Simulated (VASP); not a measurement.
# Pd (I4/mmm) in VASP: a series of runs

Pd is run at these levels: PBE; tasks: single point.

Everything below comes from runs of VASP 6.6.1. Logs are shortened: lines on timing, memory, paths and dates and some standing lists are left out, and cuts for length are marked.

## 1. The cell of the first run

It takes space group I4/mmm (No. 139, tetragonal). The conventional cell has a = 2.751 Å, b = 2.751 Å, c = 3.851 Å, α = 90.00°, β = 90.00°, γ = 90.00°. Pd (site symmetry 4/mmm) has 12 Pd at 2.74 to 2.75 Å within 3.6 Å.

## 2. Single point, PBE (zz strain of -1 %)

Contents of INCAR:

```
PREC     = Accurate       # precision mode
ENCUT    = 520            # plane-wave cutoff, eV
EDIFF    = 1E-7           # SCF threshold, eV
ISMEAR   = -1             # smearing method
SIGMA    = 0.05           # smearing width, eV
LREAL    = False          # projectors in reciprocal space
LASPH    = True           # aspherical terms in the spheres
NELM     = 100            # most SCF steps
ALGO     = Normal         # electronic algorithm
ISIF     = 2              # what is computed and relaxed
LWAVE    = False          # write WAVECAR
LCHARG   = True           # write CHGCAR
GGA      = PE             # functional
LELF     = True           # ELF
LVHAR    = True         
NBANDS   = 11             # bands
```

Contents of KPOINTS:

```
regular mesh
0
Gamma
  18 18 18
```

Contents of POSCAR:

```
Pd
1.0
    0.0000000000      1.9449000000      1.9254510000
    1.9449000000      0.0000000000      1.9254510000
    1.9449000000      1.9449000000      0.0000000000
Pd
1
Direct
    0.0000000000      0.0000000000      0.0000000000
```

Potentials or basis: VASP PAW PBE potentials, release 64 (Pd).

Launch:

```
$ cat potpaw_PBE.64/Pd/POTCAR > POTCAR
$ mpirun -np 1 vasp_std > vasp.out
```

OUTCAR:

```text
PREC = Accurate
   ENCUT = 520
   EDIFF = 1E-7
   ISMEAR = -1
   LREAL = False
   LASPH = True
   NELM = 100
   ISIF = 2
   GGA = PE

 ion  position               nearest neighbor table
   1  0.000  0.000  0.000-

  LATTYP: Found a body centered tetragonal cell.
 ALAT       =     2.7505039575
 C/A-ratio  =     1.4000714267

  Lattice vectors:

 A1 = (   0.0000000000,  -1.9449000000,  -1.9254510000)
 A2 = (   0.0000000000,   1.9449000000,  -1.9254510000)
 A3 = (   1.9449000000,   0.0000000000,   1.9254510000)

Analysis of symmetry for initial positions (statically):
=====================================================================
 Subroutine PRICEL returns:
 Original cell was already a primitive cell.

 Routine SETGRP: Setting up the symmetry group for a
 body centered tetragonal supercell.

 Subroutine GETGRP returns: Found 16 space group operations
 (whereof 16 operations were pure point group operations)
 out of a pool of 16 trial point group operations.

The static configuration has the point symmetry D_4h.

Analysis of symmetry for dynamics (positions and initial velocities):
=====================================================================
 Subroutine PRICEL returns:
 Original cell was already a primitive cell.

 Routine SETGRP: Setting up the symmetry group for a
 body centered tetragonal supercell.

 Subroutine GETGRP returns: Found 16 space group operations
 (whereof 16 operations were pure point group operations)
 out of a pool of 16 trial point group operations.

The dynamic configuration has the point symmetry D_4h.

 Subroutine INISYM returns: Found 16 space group operations
 (whereof 16 operations are pure point group operations),
 and found     1 'primitive' translations

----------------------------------------------------------------------------------------

                                     Primitive cell

  volume of cell :      14.5666

  direct lattice vectors                    reciprocal lattice vectors
     0.000000000  1.944900000  1.925451000    -0.257082626  0.257082626  0.259679421
     1.944900000  0.000000000  1.925451000     0.257082626 -0.257082626  0.259679421
     1.944900000  1.944900000  0.000000000     0.257082626  0.257082626 -0.259679421

  length of vectors
     2.736785992  2.736785992  2.750503957     0.446784461  0.446784461  0.446784461

  position of ions in fractional coordinates (direct lattice)
     0.000000000  0.000000000  0.000000000

  ion indices of the primitive-cell ions
   primitive index   ion index
                 1           1

----------------------------------------------------------------------------------------

 KPOINTS: regular mesh

Automatic generation of k-mesh.
 Grid dimensions read from file:
 generate k-points for:   18   18   18

 Generating k-lattice:

  Cartesian coordinates                     Fractional coordinates (reciprocal lattice)
    -0.014282368  0.014282368  0.014426634     0.055555556  0.000000000  0.000000000
     0.014282368 -0.014282368  0.014426634     0.000000000  0.055555556  0.000000000
     0.014282368  0.014282368 -0.014426634    -0.000000000 -0.000000000  0.055555556

  Length of vectors
     0.024821359  0.024821359  0.024821359

  Shift w.r.t. Gamma in fractional coordinates (k-lattice)
     0.000000000  0.000000000  0.000000000

 Subroutine IBZKPT returns following result:
 ===========================================

 Found    480 irreducible k-points:

 Following reciprocal coordinates:
            Coordinates               Weight
  0.000000  0.000000  0.000000      1.000000
  0.055556 -0.000000  0.000000      8.000000
  0.111111 -0.000000  0.000000      8.000000
  0.166667  0.000000  0.000000      8.000000
  0.222222 -0.000000  0.000000      8.000000
  0.277778  0.000000  0.000000      8.000000
[... 16 lines left out ...]
 -0.277778  0.055556  0.000000      8.000000
 -0.222222  0.055556  0.000000      8.000000
 [... further k-points ...]
   k-points           NKPTS =    480   k-points in BZ     NKDIM =    480   number of bands    NBANDS=     11
   number of dos      NEDOS =    301   number of ions     NIONS =      1
   total plane-waves  NPLWV =   8000
   dimension x,y,z NGX =    20 NGY =   20 NGZ =   20
   dimension x,y,z NGXF=    40 NGYF=   40 NGZF=   40
   ions per type =               1
   NGX,Y,Z   is equivalent  to a cutoff of  12.15, 12.15, 12.09 a.u.
   NGXF,Y,Z  is equivalent  to a cutoff of  24.30, 24.30, 24.18 a.u.
 SYSTEM =  unknown system
   PREC   = accura    normal or accurate (medium, high low for compatibility)
   ISTART =      0    job   : 0-new  1-cont  2-samecut
   ICHARG =      2    charge: 1-file 2-atom 10-const
   ISPIN  =      1    spin polarized calculation?
   LNONCOLLINEAR =      F non collinear calculations
   LSORBIT =      F    spin-orbit coupling
   LASPH  =      T    aspherical Exc in radial PAW
   ENCUT  =  520.0 eV  38.22 Ry    6.18 a.u.   5.09  5.09  5.11*2*pi/ulx,y,z
   NELM   =    100;   NELMIN=  2; NELMDL= -5     # of ELM steps
   EDIFF  = 0.1E-06   stopping-criterion for ELM
   LREAL  =      F    real-space projection
   EDIFFG = 0.1E-05   stopping-criterion for IOM
   NSW    =      0    number of steps for IOM
   IBRION =     -1    ionic relax: 0-MD 1-quasi-New 2-CG
   NFREE  =      0    steps in history (QN), initial steepest desc. (CG)
   ISIF   =      2    stress and relaxation
   ISYM   =      2    0-nonsym 1-usesym 2-fastsym
   POTIM  = 0.5000    time-step for ionic-motion
   TEBEG  =    0.0;   TEEND  =   0.0 temperature during run
   PSTRESS=    0.0 pullay stress
   NELECT =      10.0000    total number of electrons
   NUPDOWN=      -1.0000    fix difference up-down
   EMIN   =  10.00;   EMAX   =-10.00  energy-range for DOS
   EFERMI =   0.00;   METHOD = LEGACY
   ISMEAR =    -1;   SIGMA  =   0.05  broadening in eV -4-tet -1-fermi 0-gaus
   EFERMI_NEDOS =   21; number of points for ismear=-14 and -15
   IALGO  =     38    algorithm
   IMIX   =      4    mixing-type and parameters
     AMIX     =   0.40;   BMIX     =  1.00
     AMIX_MAG =   1.60;   BMIX_MAG =  1.00
  volume/ion in A,a.u.               =      14.57        98.30
  Fermi-wavevector in a.u.,A,eV,Ry     =   1.444184  2.729112 28.377223  2.085667
  Thomas-Fermi vector in A             =   2.562507
   LORBIT       =      0    0 simple, 1 ext, 2 COOP (PROOUT), +10 PAW based schemes
   GGA     = PE    functional components
[... 5 lines left out ...]
 non-spin polarized calculation
  energy-cutoff  :      520.00
  volume of cell :       14.57
 maximum number of plane-waves:       400
   NGX = 11   NGY = 11   NGZ = 11

 number of electron      10.0000001 magnetization

 Free energy of the ion-electron system (eV)
  ---------------------------------------------------
  ext. energy  EPLUGINS =         0.00000000
  ---------------------------------------------------
  free energy    TOTEN  =        -5.20886132 eV

  energy without entropy =       -5.19107842  energy(sigma->0) =       -5.19996987

 E-fermi :   9.9977     XC(G=0): -13.2635

 val. band max:        9.9970283779   @ k =   0.5000   0.0556   0.0000
 cond. band min:       9.9982644498   @ k =  -0.4444   0.3889   0.1111
 fundamental gap:      0.0012360719
 Fermi energy:         9.9976748345

 k-point     1 :       0.0000    0.0000    0.0000
  band No.  band energies     occupation
      1       2.7591      2.00000
      2       7.0679      2.00000
      3       7.0679      2.00000
      4       7.1628      2.00000
      5       8.6929      2.00000
      6       8.7918      2.00000
      7      27.1961      0.00000
      8      31.9613      0.00000
      9      31.9613      0.00000
     10      32.2101      0.00000
     11      36.1743      0.00000

 k-point     2 :       0.0556   -0.0000    0.0000
  band No.  band energies     occupation
      1       2.8729      2.00000
      2       7.0438      2.00000
      3       7.1080      2.00000
      4       7.1856      2.00000
      5       8.6747      2.00000
      6       8.7709      2.00000
      7      27.3209      0.00000
      8      31.2729      0.00000
      9      32.0951      0.00000
     10      32.2698      0.00000
     11      36.2146      0.00000

 k-point     3 :       0.1111   -0.0000    0.0000
  band No.  band energies     occupation
      1       3.2013      2.00000
      2       6.9511      2.00000
      3       7.2118      2.00000
      4       7.2804      2.00000
      5       8.6383      2.00000
      6       8.7254      2.00000
      7      27.6051      0.00000
      8      29.7387      0.00000
      9      32.4763      0.00000
     10      32.6399      0.00000
     11      36.2380      0.00000

 k-point     4 :       0.1667    0.0000    0.0000
  band No.  band energies     occupation
      1       3.6960      2.00000
      2       6.8584      2.00000
      3       7.3258      2.00000
      4       7.3970      2.00000
      5       8.6415      2.00000
      6       8.7102      2.00000
      7      27.3420      0.00000
      8      28.5325      0.00000
      9      33.0361      0.00000
     10      33.1906      0.00000
     11      36.3235      0.00000
[... 239 lines left out ...]
 k-point    22 :      -0.3333    0.0556    0.0000
  band No.  band energies     occupation
      1       4.7938      2.00000
      2       7.2254      2.00000
      3       7.2259      2.00000
      4       8.2550      2.00000
      5       9.2819      2.00000
      6      10.0077      0.90002
      7      20.9689      0.00000
      8      27.3777      0.00000
      9      31.3139      0.00000
     10      33.2604      0.00000
     11      36.1259      0.00000

 k-point    23 :      -0.2778    0.0556    0.0000
  band No.  band energies     occupation
      1       4.7570      2.00000
      2       7.2827      2.00000
      3       7.3410      2.00000
      4       7.4836      2.00000
      5       8.9082      2.00000
      6       9.5327      1.99982
      7      23.0105      0.00000
      8      27.8987      0.00000
      9      31.9364      0.00000
     10      34.7716      0.00000
     11      35.2748      0.00000

 k-point    24 :      -0.2222    0.0556    0.0000
  band No.  band energies     occupation
      1       4.4790      2.00000
      2       6.8716      2.00000
      3       7.4250      2.00000
      4       7.4700      2.00000
      5       8.6019      2.00000
      6       9.1714      2.00000
      7      25.0538      0.00000
      8      28.3104      0.00000
      9      32.4062      0.00000
     10      34.6689      0.00000
     11      35.0155      0.00000

 [... further k-points ...]
[... 5 lines left out ...]
  --------------------------------------------------------------------------------------
  -------------------------------------------------------------------------------------
  Total        0.8362668      0.8362668      0.8917816      0.0000000      0.0000000     -0.0000000
  in kB       91.9810569     91.9810569     98.0871399      0.0000000      0.0000000     -0.0000000
  external PRESSURE =      94.0164179 kB  Pullay stress =       0.0000000 kB

 VOLUME and BASIS-vectors are now :
 -----------------------------------------------------------------------------
  energy-cutoff  :      520.00
  volume of cell :       14.57
      direct lattice vectors                 reciprocal lattice vectors
     0.000000000  1.944900000  1.925451000    -0.257082626  0.257082626  0.259679421
     1.944900000  0.000000000  1.925451000     0.257082626 -0.257082626  0.259679421
     1.944900000  1.944900000  0.000000000     0.257082626  0.257082626 -0.259679421

 POSITION                                       TOTAL-FORCE (eV/Angst)
 -----------------------------------------------------------------------------------
      0.00000      0.00000      0.00000         0.000000     -0.000000      0.000000
 -----------------------------------------------------------------------------------
    total drift:                               -0.000000     -0.000000     -0.000000

  FREE ENERGIE OF THE ION-ELECTRON SYSTEM (eV)
  ---------------------------------------------------
  free  energy   TOTEN  =        -5.2088613204 eV

  energy  without entropy=       -5.1910784240  energy(sigma->0) =       -5.19996987
```

Wall time 75 s (1 thread of AMD EPYC 7R43 (Zen 3), shared host); peak memory 0.15 GiB.

What came out:

- Free energy: -5.2089 eV
- Pressure: 9.4 GPa
- Band gap on the k mesh: zero (band 5 reaches 10.33 eV, above the bottom of band 6 at 8.71 eV)

Stress tensor (GPa, compression positive):
```
9.20 0.00 0.00
0.00 9.20 0.00
0.00 0.00 9.81
```

Caveat: the cell differs from its parent crystal (zz strain of -1 %).

## 3. Single point, PBE (zz strain of +1 %)

Contents of INCAR:

```
  PREC = Accurate
  ENCUT = 520
  EDIFF = 1E-7
  ISMEAR = -1
  SIGMA = 0.05
  LREAL = False
  LASPH = True
  NELM = 60
  ALGO = Normal
  ISIF = 2
  LWAVE = False
  LCHARG = False
  GGA = PE
  NBANDS = 11
```

Contents of KPOINTS:

```
Automatic mesh
0
Gamma
  18 18 18
```

Contents of POSCAR:

```
Pd
1.0
    0.0000000000      1.9449000000      1.9643490000
    1.9449000000      0.0000000000      1.9643490000
    1.9449000000      1.9449000000      0.0000000000
Pd
1
Direct
    0.0000000000      0.0000000000      0.0000000000
```

Potentials or basis: VASP PAW PBE potentials, release 64 (Pd).

Launch:

```
$ cat potpaw_PBE.64/Pd/POTCAR > POTCAR
$ mpirun -np 1 vasp_std > vasp.out
```

Run time: 92 s. Hardware: 1 thread of AMD EPYC 7R43 (Zen 3), shared host; peak memory 0.15 GiB.

It converged, with:

```
Free energy            : -5.2224 eV
Pressure               : 5.3 GPa
Band gap on the k mesh : zero (band 5 reaches 9.98 eV, above the bottom of band 6 at 8.41 eV)
```

Stress tensor (GPa, compression positive):
```
5.45 0.00 0.00
0.00 5.45 0.00
0.00 0.00 4.84
```

Levels at points of the mesh, in eV from the Fermi level:
```csv
k point,band 1,band 2,band 3,band 4,band 5,band 6,band 7,band 8,band 9,band 10
"(0.00, 0.00, 0.00)",-7.08,-2.87,-2.77,-2.77,-1.26,-1.17,17.19,21.77,22.00,22.00
"(0.50, 0.00, 0.00)",-5.24,-2.90,-2.81,-0.05,-0.01,1.03,7.26,16.54,20.93,21.14
"(0.50, 0.50, 0.00)",-5.33,-5.05,-0.05,0.28,0.28,3.22,10.52,13.29,13.29,21.58
"(0.50, 0.00, 0.50)",-5.33,-5.04,-0.06,0.25,0.32,3.42,10.78,13.08,13.14,21.41
```

Caveat: the cell differs from its parent crystal (zz strain of +1 %).
